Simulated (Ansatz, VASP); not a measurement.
SnSe4 in VASP and in Ansatz

```
CELL_PARAMETERS angstrom
4.47346 0.00000 0.00000
-2.23673 3.87413 0.00000
0.00000 0.00000 10.68699
ATOMIC_POSITIONS crystal
Sn 0.00000 0.00000 0.50000
Se 0.33333 0.66667 0.00000
Se 0.66667 0.33333 0.00000
Se 0.00000 0.00000 0.71897
Se 0.00000 0.00000 0.28103
```

Alike in both runs: functional PBE; k mesh 6 × 6 × 2; occupations gaussian, width 0.1 eV; no spin polarisation.

Ansatz relaxed the structure, and its values are those at the end. VASP's run is a single point on that final structure, the one shown.

|  | VASP | Ansatz |
| --- | --- | --- |
| version | VASP 6.6.1 | Ansatz 0.2.0 |
| potentials or method | VASP PAW PBE potentials, release 64 (Sn_d, Se), cutoff 520 eV | scalar-relativistic, plane waves, PAW |
| valence electrons in the cell | 38 | 78 |

|  | VASP | Ansatz | Ansatz less VASP |
| --- | --- | --- | --- |
| gap on the k mesh at the Fermi level (eV) | none | none | - |
| pressure (GPa) | 0.2 | 0.2 | +0.02 |
| rms of the force components (eV/Å) | 0.017 | 0.013 | -0.0043 |

A gap of «none» marks a metal or a gap that the smearing closes. The functional is the same, so the differences come from potentials, cutoffs and numerics. VASP's potentials hold 38 valence electrons a cell and Ansatz's 78, so a difference there can come from the potentials and not from the codes.
